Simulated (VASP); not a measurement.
SiNi, 20 atoms in the cell. The cell holds an amorphous packing of atoms, 20 atoms: a = 6.401 Å, b = 6.413 Å, c = 6.563 Å, α = 89.27°, β = 89.96°, γ = 88.64°. 

| Property | Result |
| --- | --- |
| Program | VASP 6.6.1 |
| Task | single point |
| Functional | PBE |
| Potentials or basis | VASP PAW PBE potentials, release 64 (Si, Ni) |
| Cutoff | 520 eV |
| k mesh | 1 × 1 × 1, shifted |
| Occupations | fermi-dirac, width 0.05 eV |
| Spin | no spin polarisation |
| Dipole correction | no |
| Further INCAR settings | LREAL = Auto; ALGO = Normal; EDIFF = 1e-06; NBANDS = 86; ISYM = 0 |

Potentials or basis: VASP PAW PBE potentials, release 64 (Si, Ni).

Command:

```console
$ cat potpaw_PBE.64/Si/POTCAR potpaw_PBE.64/Ni/POTCAR > POTCAR
$ mpirun -np 1 vasp_std > vasp.out
```

Hardware: 1 thread of AMD EPYC 7R43 64-Core Processor (Zen 3), with other jobs on the host.

**Question.** Estimate the wall time of this run.

**Answer.** Run time: 2.8 min on 1 thread of AMD EPYC 7R43 64-Core Processor (Zen 3) (shared host), peak memory 0.29 GiB. Counts: scf iterations 23, k points 1.
